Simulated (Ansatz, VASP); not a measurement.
**Two plane-wave programs on SiO2**

POSCAR

```
SiO2
1.0
   -1.7448856755      1.7448856755      4.2030844887
    1.7448856755     -1.7448856755      4.2030844887
    1.7448856755      1.7448856755     -4.2030844887
Si O
2 4
Direct
    0.7500000000      0.2500000000      0.5000000000
    0.0000000000      0.0000000000      0.0000000000
    0.5409502156      0.0409502156      0.5000000000
    0.7909502156      0.7909502156      0.0000000000
    0.2090497844      0.2090497844      0.0000000000
    0.9590497844      0.4590497844      0.5000000000
```

The input INCAR.step1:

```
PREC = Accurate
ENCUT = 520
ISMEAR = 0
SIGMA = 0.01
LREAL = F
LASPH = T
NELM = 60
NBANDS = 25
GGA = PE
ALGO = Normal
EDIFF = 1E-4
LWAVE = T
LCHARG = F
```

The input INCAR.step2:

```
PREC = Accurate
ENCUT = 520
EDIFF = 1E-6
ISMEAR = 0
SIGMA = 0.01
LREAL = F
LASPH = T
NELM = 60
ALGO = Normal
ISIF = 2
LWAVE = F
LCHARG = T
METAGGA = R2SCAN
LMIXTAU = T
LELF = T
LVHAR = T
NBANDS = 25
ISTART = 1
```

Contents of KPOINTS:

```
regular mesh
0
Gamma
  10 10 10
```

Input for Ansatz:

```yaml
crystal:
  lattice:
    - [-1.7448856755, 1.7448856755, 4.2030844887]
    - [1.7448856755, -1.7448856755, 4.2030844887]
    - [1.7448856755, 1.7448856755, -4.2030844887]
  atoms:
    - { symbol: Si, position: [0.75, 0.25, 0.5] }
    - { symbol: Si, position: [0.0, 0.0, 0.0] }
    - { symbol: O, position: [0.5409502156, 0.0409502156, 0.5] }
    - { symbol: O, position: [0.7909502156, 0.7909502156, 0.0] }
    - { symbol: O, position: [0.2090497844, 0.2090497844, 0.0] }
    - { symbol: O, position: [0.9590497844, 0.4590497844, 0.5] }
kpoints:
  mp_grid: { grid: [10, 10, 10] }
  band_path:
    path:
      - [0.0, 0.0, 0.0]
      - [0.0, 0.0, 0.5]
      - [0.25, 0.25, 0.25]
      - [0.0, 0.5, 0.0]
      - [0.5, 0.5, -0.5]
      - [0.2930861534, 0.7069138466, -0.2930861534]
      - [-0.2930861534, 0.2930861534, 0.2930861534]
      - [-0.0861723068, 0.0861723068, 0.5]
      - [0.5, 0.5, -0.0861723068]
      - [-0.005208, -0.005208, 0.432292]
    npoints: 1
hamiltonian:
  xc: r2scan
scf:
  occupations: { method: fixed }
  n_extra_bands: 5
output:
  forces: true
  stress: true
  eigenvalues: true
```

Alike in both runs: task single point; functional r2SCAN; k mesh 10 × 10 × 10; no spin polarisation.

|  | VASP | Ansatz |
| --- | --- | --- |
| version | VASP 6.6.1 | Ansatz 0.2.0 |
| potentials or method | VASP PAW PBE potentials, release 64 (Si, O) | plane waves, PAW |
| plane-wave cutoff (eV) | 520 | 500 |
| occupations | gaussian, width 0.01 eV | fixed |
| valence electrons in the cell | 32 | 32 |

```csv
,VASP,Ansatz,Ansatz less VASP
gap on the k mesh at the Fermi level (eV),7.22,7.22,+0.003
pressure (GPa),0.4,0.0,-0.41
"traceless stress, the component that is largest in VASP (GPa)",0.53,0.00,-0.532
rms of the force components (eV/Å),0.005,0.000,-0.0045
```

VASP's potentials were made for PBE, not for r2SCAN. Atom by atom the forces differ by 0.005 eV/Å (rms over components).
